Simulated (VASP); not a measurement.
Crystal: Ge.

```
CELL_PARAMETERS angstrom
2.99355 -3.19249 0.00000
2.99355 3.19249 0.00000
0.00000 0.00000 9.61177
ATOMIC_POSITIONS crystal
Ge 0.76504 0.65353 0.87291
Ge 0.34647 0.23496 0.12709
Ge 0.84647 0.73496 0.37291
Ge 0.26504 0.15353 0.62709
Ge 0.15353 0.26504 0.37291
Ge 0.73496 0.84647 0.62709
Ge 0.23496 0.34647 0.87291
Ge 0.65353 0.76504 0.12709
```

The cell was generated, and may not be a known phase.

```yaml
Program: VASP 6.6.1
Task: relaxation of cell and atoms
Functional: PBE
Potentials_or_basis: VASP PAW PBE potentials, release 64 (Ge_d)
Cutoff: 500 eV
k_mesh: 8 × 8 × 4
Occupations: gaussian, width 0.1 eV
Spin: no spin polarisation
```

At the start: pressure -0.0 GPa; volume 22.96 Å³/atom.

Q: How do energy, volume and symmetry change on relaxing?

A: Over 36 steps the energy falls by 81.2 meV/atom and the volume is 21.35 Å³/atom (-7.0 %); space group Ccce (No. 68, to 0.1 Å) before, I4/mmm (No. 139, to 0.1 Å).

Step by step:
```
step  energy change (eV)  largest force (eV/Å)  pressure (GPa)  volume (Å³)
   1              0.0000                0.1131           -0.01       183.72
   2             -0.0154                0.1197           -0.25       183.65
   3             -0.0166                0.1466           -0.29       183.62
   4             -0.0307                0.1572           -0.16       182.39
   5             -0.0579                0.2488            0.46       178.66
   6             -0.0998                0.6779            2.11       171.09
   7              0.3493                1.3984            9.61       155.45
   8             -0.0679                0.8626            2.89       169.13
   9             -0.0568                1.0685            4.50       164.63
  10             -0.0715                0.9755            3.69       166.73
  11             -0.0723                0.9768            3.69       166.68
  12             -0.0746                0.9813            3.73       166.54
  13             -0.0789                0.9903            3.84       166.24
  14             -0.0863                1.0089            3.99       165.65
  15             -0.0957                1.0487            4.37       164.47
  16             -0.0880                1.1214            5.33       162.08
  17             -0.0963                1.0799            4.66       163.68
  18             -0.1114                1.0688            4.61       163.68
  19             -0.1554                1.0336            4.45       163.69
  20             -0.2345                0.9508            4.18       163.69
  21             -0.3494                0.7770            3.87       163.68
  22             -0.3917                0.5934            3.90       163.54
  23             -0.4077                0.6014            3.77       163.61
  24             -0.4621                0.5345            3.22       164.69
  25             -0.5717                0.3773            1.51       167.94
  26             -0.5860                0.3227           -1.10       174.50
  27             -0.6103                0.2970           -0.09       171.69
  28             -0.6104                0.2978           -0.02       171.51
  29             -0.6174                0.2691           -0.03       171.50
  30             -0.6341                0.1818           -0.11       171.48
  31             -0.6470                0.0535           -0.17       171.42
  32             -0.6488                0.0248           -0.05       171.08
  33             -0.6490                0.0290           -0.03       170.96
  34             -0.6490                0.0300           -0.01       170.95
  35             -0.6492                0.0213           -0.01       170.90
  36             -0.6494                0.0056            0.01       170.78
```

Final structure:
```cif
data_structure
_symmetry_space_group_name_H-M 'P 1'
_symmetry_Int_Tables_number 1
_cell_length_a 4.1738
_cell_length_b 4.1738
_cell_length_c 10.1132
_cell_angle_alpha 90.000
_cell_angle_beta 90.000
_cell_angle_gamma 104.226
_cell_volume 170.78
loop_
_atom_site_label
_atom_site_type_symbol
_atom_site_fract_x
_atom_site_fract_y
_atom_site_fract_z
_atom_site_occupancy
Ge1 Ge 0.80862 0.69149 0.87503 1
Ge2 Ge 0.30851 0.19138 0.12497 1
Ge3 Ge 0.80851 0.69138 0.37503 1
Ge4 Ge 0.30862 0.19149 0.62497 1
Ge5 Ge 0.19149 0.30862 0.37503 1
Ge6 Ge 0.69138 0.80851 0.62497 1
Ge7 Ge 0.19138 0.30851 0.87503 1
Ge8 Ge 0.69149 0.80862 0.12497 1
```
